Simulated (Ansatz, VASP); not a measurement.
**One calculation of SiC, two programs**

```
Si C
1.0
     0.06975    2.16068    2.16068
     2.16068    0.06975    2.16068
     2.16068    2.16068    0.06975
Si C
1 1
Cartesian
  0.0077 0.0077 0.0077
  1.0901 1.0901 1.0901
```

Change from the starting cell: epitaxial_111 strain -4.0%.

Alike in both runs: task single point; functional HSE06; k mesh 8 × 8 × 8; no spin polarisation.

|  | VASP | Ansatz |
| --- | --- | --- |
| version | VASP 6.6.1 | Ansatz 0.2.0 |
| potentials or method | VASP PAW PBE potentials, release 64 (Si, C) | plane waves, PAW |
| plane-wave cutoff (eV) | 520 | 420 |
| occupations | gaussian, width 0.01 eV | fixed |
| valence electrons in the cell | 8 | 8 |

|  | VASP | Ansatz | Ansatz less VASP |
| --- | --- | --- | --- |
| gap on the k mesh at the Fermi level (eV) | 1.91 | 1.91 | -0.002 |
| pressure (GPa) | 17.9 | 18.4 | +0.51 |
| traceless stress, the component that is largest in VASP (GPa) | -9.70 | -9.65 | +0.046 |
| rms of the force components (eV/Å) | 0.008 | 0.012 | +0.0033 |

Atom by atom the forces differ by 0.003 eV/Å (rms over components). Ansatz's warnings: stress exchange threshold loose, stress scf threshold loose.
